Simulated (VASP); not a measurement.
Wanted: the native input for a VASP 6.6.1 run.

| Quantity | Value |
| --- | --- |
| Task | single point |
| Functional | PBE |
| Potentials or basis | VASP PAW PBE potentials, release 64 (Sn_d, Pd, Se) |
| Cutoff | 500 eV |
| k mesh | 2 × 2 × 2 |
| Occupations | gaussian, width 0.15 eV |
| Spin | no spin polarisation |
| Dipole correction | no |
| Further INCAR settings | ALGO = Normal; EDIFF = 1e-06; NBANDS = 82 |

The structure of Sn2PdSe5 lies in POSCAR:

```
Sn2PdSe5
1.0
   -3.9354864438      3.9354864438      6.1197576616
    3.9354864438     -3.9354864438      6.1197576616
    3.9354864438      3.9354864438     -6.1197576616
Sn Pd Se
4 2 10
Direct
    0.8452099253      0.6547900747      0.5000000000
    0.3452099253      0.8452099253      0.1904198506
    0.1547900747      0.3452099253      0.5000000000
    0.6547900747      0.1547900747      0.8095801494
    0.7500000000      0.7500000000      0.0000000000
    0.2500000000      0.2500000000      0.0000000000
    0.5119027470      0.6448132899      0.5000000000
    0.8551867101      0.9880972530      0.5000000000
    0.0119027470      0.5119027470      0.8670894571
    0.3551867101      0.8551867101      0.8670894571
    0.1448132899      0.0119027470      0.5000000000
    0.4880972530      0.3551867101      0.5000000000
    0.6448132899      0.1448132899      0.1329105429
    0.9880972530      0.4880972530      0.1329105429
    0.0000000000      0.0000000000      0.0000000000
    0.5000000000      0.5000000000      0.0000000000
```

The input as run:

INCAR

```
SYSTEM = Sn2PdSe5
  PREC = Accurate
  ENCUT = 500
  EDIFF = 1E-6
  ISMEAR = 0
  SIGMA = 0.15
  LREAL = .FALSE.
  LASPH = .TRUE.
  NELM = 120
  ALGO = Normal
  ISIF = 2
  LWAVE = .FALSE.
  LCHARG = .FALSE.
  GGA = PE
  NBANDS = 82
  GGA_COMPAT = .FALSE.
```

KPOINTS

```
regular mesh
0
G
  2 2 2
  0 0 0
```

Potentials or basis: VASP PAW PBE potentials, release 64 (Sn_d, Pd, Se).

Run with:

```console
$ cat potpaw_PBE.64/Sn_d/POTCAR potpaw_PBE.64/Pd/POTCAR potpaw_PBE.64/Se/POTCAR > POTCAR
$ mpirun -np 1 vasp_std > vasp.out
```

Results of the run:

```json
{
 "Pressure": "0.1 GPa",
 "Largest force": "0.100 eV/Å",
 "Band gap on the k mesh": "0.05 eV"
}
```

Caveat: the k points lie up to 0.47 Å⁻¹ apart; spin-orbit coupling is left out, which moves the levels of the heavy elements.

It took 2.1 min on 1 thread of AMD EPYC 9R45 96-Core Processor (Zen 5), on a shared host, peak memory 0.5 GiB.
